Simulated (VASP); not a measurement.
A run of VASP 6.6.1:

Contents of INCAR:

```
SYSTEM = Cd
PREC = Accurate
ENCUT = 600
EDIFF = 1E-6
ISMEAR = 0
SIGMA = 0.1
LREAL = .FALSE.
LASPH = .TRUE.
NELM = 100
ALGO = Normal
ISIF = 3
LWAVE = .FALSE.
LCHARG = .FALSE.
GGA = PE
IBRION = 2
NSW = 80
EDIFFG = -0.05
```

Contents of KPOINTS:

```
Automatic mesh
0
G
  8 8 8
  0 0 0
```

The input POSCAR:

```
Cd
1.0
   -1.6438224042      1.6438224042      1.6438224042
    1.6438224042     -1.6438224042      1.6438224042
    1.6438224042      1.6438224042     -1.6438224042
Cd
1
Direct
    0.0000000000      0.0000000000      0.0000000000
```

Potentials or basis: VASP PAW PBE potentials, release 64 (Cd).

Launch:

```bash
$ cat potpaw_PBE.64/Cd/POTCAR > POTCAR
$ mpirun -np 1 vasp_std > vasp.out
```

Hardware: 1 thread of Intel(R) Xeon(R) 6975P-C (Granite Rapids), with other jobs on the host.

Q: Estimate the wall time of this run.

A: Run time: 8.4 s on 1 thread of Intel(R) Xeon(R) 6975P-C (Granite Rapids), on a shared host, peak memory 0.14 GiB. Counts: scf iterations 34, k points 29, ion steps 4.
